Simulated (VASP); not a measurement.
Write the native input for VASP 6.6.1 that does the following.

* Task: single point
* Functional: PBE
* Potentials or basis: VASP PAW PBE potentials, release 64 (Al, N)
* Cutoff: 520 eV
* k mesh: 8 × 6 × 4
* Occupations: gaussian, width 0.05 eV
* Spin: no spin polarisation
* Dipole correction: no
* Further INCAR settings: ALGO = Normal; EDIFF = 1e-06; NBANDS = 26

The structure of AlN lies in POSCAR:

```
AlN
1.0
   -1.6567491617      2.8695737234      0.0000000000
    0.0000000000      0.0000000000      4.1874629526
    4.9702474850      2.8695737234      0.0000000000
Al N
4 4
Direct
    0.5366611936      0.7500000000      0.3056413161
    0.0000000000      0.7500000000      0.6666666667
    0.0000000000      0.2500000000      0.3333333333
    0.5000000000      0.2500000000      0.8333333333
    0.5000000000      0.2500000000      0.1666666667
    0.0000000000      0.2500000000      0.6666666667
    0.0000000000      0.7500000000      0.3333333333
    0.5000000000      0.7500000000      0.8333333333
```

This cell differs from its parent crystal: atom 1 (Al) moved by +0.630 Å along [1 0 0] and +0.504 Å along [1 2 0].

One way to write it, as run:

INCAR

```
ALGO = Normal
EDIFF = 1E-6
ENCUT = 520
GGA = PE
ISIF = 2
ISMEAR = 0
LASPH = T
LCHARG = F
LREAL = F
LWAVE = F
NBANDS = 26
NELM = 60
PREC = Accurate
SIGMA = 0.05
```

KPOINTS

```
k-points
0
Gamma
  8 6 4
```

Potentials or basis: VASP PAW PBE potentials, release 64 (Al, N).

Command:

```sh
$ cat potpaw_PBE.64/Al/POTCAR potpaw_PBE.64/N/POTCAR > POTCAR
$ mpirun -np 1 vasp_std > vasp.out
```

It gave:

```json
{
 "Pressure": "13.9 GPa",
 "Largest force": "10.837 eV/Å",
 "Band gap on the k mesh": "1.87 eV, direct"
}
```

Caveat: the cell differs from its parent crystal (atom 1 (Al) moved by +0.630 Å along [1 0 0] and +0.504 Å along [1 2 0]); forces of over 1 eV/Å act on the atoms, so gaps and moduli don't describe the material at rest.

Run time: 60 s on 1 thread of Intel(R) Xeon(R) 6975P-C (Granite Rapids), with other jobs on the host, peak memory 0.25 GiB.
